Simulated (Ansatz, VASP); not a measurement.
## PtPb in VASP and in Ansatz

Contents of INCAR:

```
ALGO = Normal ; EDIFF = 1E-7
ENCUT = 520 ; GGA = CA
ISIF = 2 ; ISMEAR = -1
LASPH = T ; LCHARG = F
LREAL = F ; LWAVE = F
NBANDS = 32 ; NELM = 60
PREC = Accurate ; SIGMA = 0.05
```

File KPOINTS:

```
k-points
0
Gamma
  10 10 7
```

POSCAR

```
PtPb
1.0
    4.2075008719      0.0000000000      0.0000000000
   -2.1037504360      3.6438026415      0.0000000000
    0.0000000000      0.0000000000      5.4560000000
Pt Pb
2 2
Direct
    0.3333333333      0.6666666667      0.2500000000
    0.6666666667      0.3333333333      0.7500000000
    0.0000000000      0.0000000000      0.0000000000
    0.0000000000      0.0000000000      0.5000000000
```

Input for Ansatz:

```yaml
crystal:
  lattice:
    - [4.2075008719, 0.0, 0.0]
    - [-2.103750436, 3.6438026415, 0.0]
    - [0.0, 0.0, 5.456]
  atoms:
    - { symbol: Pt, position: [0.3333333333, 0.6666666667, 0.25] }
    - { symbol: Pt, position: [0.6666666667, 0.3333333333, 0.75] }
    - { symbol: Pb, position: [0.0, 0.0, 0.0] }
    - { symbol: Pb, position: [0.0, 0.0, 0.5] }
kpoints:
  mp_grid: { grid: [10, 10, 7] }
  band_path:
    path:
      - [0.0, 0.0, 0.0]
      - [0.5, 0.0, 0.0]
      - [0.3333333333, 0.3333333333, 0.0]
      - [0.0, 0.0, 0.0]
      - [0.0, 0.0, 0.5]
      - [0.5, 0.0, 0.5]
      - [0.3333333333, 0.3333333333, 0.5]
      - [0.0, 0.0, 0.5]
      - [0.5, 0.0, 0.5]
    npoints: 5
scf:
  occupations: { method: fermi_dirac, width: 0.05 }
hamiltonian:
  xc: lda
  pseudopotentials: { kind: all_electron, lapw: { basis_error: 0.0005 } }
output:
  forces: true
  stress: true
  eigenvalues: true
```

Change from the starting cell: equal xx and yy strain of -1 %.

Alike in both runs: task single point; functional LDA; k mesh 10 × 10 × 7; occupations fermi-dirac, width 0.05 eV; no spin polarisation.

|  | VASP | Ansatz |
| --- | --- | --- |
| version | VASP 6.6.1 | Ansatz 0.2.0 |
| potentials or method | VASP PAW LDA potentials, release 64 (Pt, Pb_d), cutoff 520 eV | all-electron LAPW, scalar-relativistic |

Ansatz gave:

| Property | Result |
| --- | --- |
| pressure (GPa) | 9.1 |
| traceless stress, the component that is largest in VASP (GPa) | 17.65 |

**Question.** Estimate VASP's values.

**Answer.** Pressure (GPa): 9.5; traceless stress, the component that is largest in VASP (GPa): 17.63.

LDA's correlation is that of Perdew and Zunger in VASP and of Perdew and Wang (1992) in Ansatz. Ansatz ran all-electron here, and VASP with PAW potentials.

Spin-orbit coupling is off throughout.
